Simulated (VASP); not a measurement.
# La2O3 (P-3m1) in VASP: notebook, part 2 of 2

VASP 6.6.1. Earlier steps stand in the parts before.

## (4) Single point, PBE

This run uses another cell than the first one, of 16.43 Å³/atom, 1.029 times its volume.

File INCAR:

```
PREC = Accurate ; ENCUT = 520
EDIFF = 1E-6 ; ISMEAR = -1
SIGMA = 0.02 ; LREAL = False
LASPH = True ; NELM = 80
ALGO = Normal ; ISIF = 2
LWAVE = False ; LCHARG = False
GGA = PE ; NBANDS = 28
```

File KPOINTS:

```
regular mesh
0
Gamma
  12 12 4
```

File POSCAR:

```
La2O3
1.0
    3.9351015402      0.0000000000      0.0000000000
   -1.9675507701      3.4078979003      0.0000000000
    0.0000000000      0.0000000000      6.1262271608
La O
2 3
Direct
    0.6666666667      0.3333333333      0.7538431652
    0.3333333333      0.6666666667      0.2461568348
    0.6666666667      0.3333333333      0.3538862911
    0.3333333333      0.6666666667      0.6461137089
    0.0000000000      0.0000000000      0.0000000000
```

Potentials or basis: VASP PAW PBE potentials, release 64 (La, O).

Started as:

```console
> cat potpaw_PBE.64/La/POTCAR potpaw_PBE.64/O/POTCAR > POTCAR
> mpirun -np 1 vasp_std > vasp.out
```

OUTCAR:

```text
PREC = Accurate
   ENCUT = 520
   EDIFF = 1E-6
   ISMEAR = -1
   LREAL = False
   LASPH = True
   NELM = 80
   ISIF = 2
   GGA = PE

 ion  position               nearest neighbor table
   1  0.667  0.333  0.754-   4 2.37   4 2.37   4 2.37   3 2.45   5 2.73   5 2.73   5 2.73
   2  0.333  0.667  0.246-   3 2.37   3 2.37   3 2.37   4 2.45   5 2.73   5 2.73   5 2.73
   3  0.667  0.333  0.354-   2 2.37   2 2.37   2 2.37   1 2.45
   4  0.333  0.667  0.646-   1 2.37   1 2.37   1 2.37   2 2.45
   5  0.000  0.000  0.000-   1 2.73   2 2.73   1 2.73   2 2.73   1 2.73   2 2.73

  LATTYP: Found a hexagonal cell.
 ALAT       =     3.9351015402
 C/A-ratio  =     1.5568155226

  Lattice vectors:

 A1 = (   3.9351015402,   0.0000000000,   0.0000000000)
 A2 = (  -1.9675507701,   3.4078979003,   0.0000000000)
 A3 = (   0.0000000000,   0.0000000000,   6.1262271608)

Analysis of symmetry for initial positions (statically):
=====================================================================
 Subroutine PRICEL returns:
 Original cell was already a primitive cell.

 Routine SETGRP: Setting up the symmetry group for a
 hexagonal supercell.

 Subroutine GETGRP returns: Found 12 space group operations
 (whereof 12 operations were pure point group operations)
 out of a pool of 24 trial point group operations.

The static configuration has the point symmetry D_3d.

Analysis of symmetry for dynamics (positions and initial velocities):
=====================================================================
 Subroutine PRICEL returns:
 Original cell was already a primitive cell.

 Routine SETGRP: Setting up the symmetry group for a
 hexagonal supercell.

 Subroutine GETGRP returns: Found 12 space group operations
 (whereof 12 operations were pure point group operations)
 out of a pool of 24 trial point group operations.
[... 118 lines left out ...]
   NELECT =      40.0000    total number of electrons
   NUPDOWN=      -1.0000    fix difference up-down
   EMIN   =  10.00;   EMAX   =-10.00  energy-range for DOS
   EFERMI =   0.00;   METHOD = LEGACY
   ISMEAR =    -1;   SIGMA  =   0.02  broadening in eV -4-tet -1-fermi 0-gaus
   EFERMI_NEDOS =   21; number of points for ismear=-14 and -15
   IALGO  =     38    algorithm
   IMIX   =      4    mixing-type and parameters
     AMIX     =   0.40;   BMIX     =  1.00
     AMIX_MAG =   1.60;   BMIX_MAG =  1.00
  volume/ion in A,a.u.               =      16.43       110.88
  Fermi-wavevector in a.u.,A,eV,Ry     =   1.287902  2.433783 22.567883  1.658693
  Thomas-Fermi vector in A             =   2.419889
   LORBIT       =      0    0 simple, 1 ext, 2 COOP (PROOUT), +10 PAW based schemes
   GGA     = PE    functional components
   LHFCALC =     F    Hartree Fock is set to
   AEXX    =    0.0000 exact exchange contribution
   IVDW    =     0    specifies the selected vdW correction
   LEPSILON=     F    determine dielectric tensor
   LRPA    =     F    only Hartree local field effects (RPA)
 non-spin polarized calculation
  energy-cutoff  :      520.00
  volume of cell :       82.16
 maximum number of plane-waves:      2249
 NGX is ok and might be reduce to    30
   NGX = 15   NGY = 15   NGZ = 23

 number of electron      39.9999991 magnetization

 Free energy of the ion-electron system (eV)
  ---------------------------------------------------
  ext. energy  EPLUGINS =         0.00000000
  ---------------------------------------------------
  free energy    TOTEN  =       -41.82096165 eV

  energy without entropy =      -41.82096165  energy(sigma->0) =      -41.82096165

 E-fermi :   6.4081     XC(G=0): -10.4502

 val. band max:        5.9327651429   @ k =   0.5000  -0.0000   0.5000
 cond. band min:       9.7893071077   @ k =   0.5000  -0.0000   0.0000
 fundamental gap:      3.8565419648
 Fermi energy:         6.4080984706

 k-point     1 :       0.0000    0.0000    0.0000
  band No.  band energies     occupation
      1     -23.9018      2.00000
      2     -23.6643      2.00000
      3     -10.9836      2.00000
      4      -9.7402      2.00000
      5      -9.3008      2.00000
      6      -7.3680      2.00000
[... 733 lines left out ...]
     27      11.3122      0.00000
     28      11.4383      0.00000

 [... further k-points ...]
[... 5 lines left out ...]
  --------------------------------------------------------------------------------------
  -------------------------------------------------------------------------------------
  Total        0.4606837      0.4606837      0.6288650     -0.0000000      0.0000000      0.0000000
  in kB        8.9841663      8.9841663     12.2640077     -0.0000000      0.0000000      0.0000000
  external PRESSURE =      10.0774468 kB  Pullay stress =       0.0000000 kB

 VOLUME and BASIS-vectors are now :
 -----------------------------------------------------------------------------
  energy-cutoff  :      520.00
  volume of cell :       82.16
      direct lattice vectors                 reciprocal lattice vectors
     3.935101540  0.000000000  0.000000000     0.254123049  0.146718011  0.000000000
    -1.967550770  3.407897900  0.000000000     0.000000000  0.293436021  0.000000000
     0.000000000  0.000000000  6.126227161     0.000000000  0.000000000  0.163232602

 POSITION                                       TOTAL-FORCE (eV/Angst)
 -----------------------------------------------------------------------------------
      1.96755      1.13597      4.61821        -0.000000     -0.000000     -0.036956
     -0.00000      2.27193      1.50801        -0.000000      0.000000      0.036956
      1.96755      1.13597      2.16799         0.000000     -0.000000     -0.004236
     -0.00000      2.27193      3.95824         0.000000      0.000000      0.004236
      0.00000      0.00000      0.00000         0.000000      0.000000      0.000000
 -----------------------------------------------------------------------------------
    total drift:                               -0.000000      0.000000      0.000000

  FREE ENERGIE OF THE ION-ELECTRON SYSTEM (eV)
  ---------------------------------------------------
  free  energy   TOTEN  =       -41.8209616453 eV

  energy  without entropy=      -41.8209616453  energy(sigma->0) =      -41.82096165
```

OSZICAR:

```text
N       E                     dE             d eps       ncg     rms          rms(c)
DAV:   1     0.474101968287E+03    0.47410E+03   -0.15504E+04  4024   0.218E+03
DAV:   2     0.847691514305E+02   -0.38933E+03   -0.37049E+03  5032   0.353E+02
DAV:   3    -0.327599372373E+02   -0.11753E+03   -0.11336E+03  6344   0.197E+02
DAV:   4    -0.465492679293E+02   -0.13789E+02   -0.13753E+02  6564   0.723E+01
DAV:   5    -0.474801332154E+02   -0.93087E+00   -0.93010E+00  6720   0.207E+01    0.149E+01
DAV:   6    -0.418456471634E+02    0.56345E+01   -0.49852E+01  6240   0.381E+01    0.755E+00
DAV:   7    -0.418203297300E+02    0.25317E-01   -0.53565E+00  7480   0.206E+01    0.349E+00
DAV:   8    -0.418228877482E+02   -0.25580E-02   -0.61053E-01  6776   0.603E+00    0.121E+00
DAV:   9    -0.418170355948E+02    0.58522E-02   -0.10529E-01  6984   0.235E+00    0.335E-01
DAV:  10    -0.418195526221E+02   -0.25170E-02   -0.24546E-02  6728   0.976E-01    0.163E-01
DAV:  11    -0.418208398342E+02   -0.12872E-02   -0.75358E-03  7096   0.607E-01    0.124E-01
DAV:  12    -0.418209144568E+02   -0.74623E-04   -0.24768E-03  6200   0.299E-01    0.506E-02
DAV:  13    -0.418209624655E+02   -0.48009E-04   -0.10779E-03  7016   0.207E-01    0.264E-02
DAV:  14    -0.418209613161E+02    0.11494E-05   -0.17145E-04  6504   0.964E-02    0.858E-03
DAV:  15    -0.418209613584E+02   -0.42248E-07   -0.22796E-05  6264   0.369E-02    0.247E-03
DAV:  16    -0.418209616453E+02   -0.28693E-06   -0.48922E-06  5240   0.150E-02
   1 F= -.41820962E+02 E0= -.41820962E+02  d E =-.195882E-11
```

Wall time 2.7 min (1 thread of Intel Xeon 6975P-C (Granite Rapids), shared host); peak memory 0.29 GiB.

What came out:

```
Free energy            : -41.8210 eV
Pressure               : 1.0 GPa
Largest force          : 0.037 eV/Å
Band gap on the k mesh : 3.86 eV, indirect (least direct gap 3.98 eV)
```

Forces on the atoms (eV/Å):
```
La   0.000  0.000 -0.037
La   0.000  0.000  0.037
O    0.000  0.000 -0.004
O    0.000  0.000  0.004
O    0.000  0.000  0.000
```

Caveat: spin-orbit coupling is left out, which moves the levels of the heavy elements. A k mesh can miss the band edges.

## (5) Overview

```csv
level,cell,k mesh,gap on the mesh (eV),pressure (GPa),largest force (eV/Å)
PBEsol,"a = 3.906, b = 3.906, c = 6.041 Å, angles 90.0, 90.0, 120.0°, 5 atoms",6 × 6 × 4,3.78,-0.2,0.01
r2SCAN,"a = 3.935, b = 3.935, c = 6.126 Å, angles 90.0, 90.0, 120.0°, 5 atoms",6 × 6 × 4,4.24,-0.4,0.02
PBE,"a = 3.935, b = 3.935, c = 6.126 Å, angles 90.0, 90.0, 120.0°, 5 atoms",12 × 12 × 4,3.86,1.0,0.04
```

Alike in all rows: task single point; potentials or basis VASP PAW PBE potentials, release 64 (La, O); no spin polarisation; cutoff (eV) 520; smearing fermi-dirac 0.02 eV.

Caveats: spin-orbit coupling is left out, which moves the levels of the heavy elements; the PAW data sets were made with another functional, which shifts forces and pressure a little (some runs).

Total energies depend on the potentials used, so only differences within one code and one set of settings carry meaning.
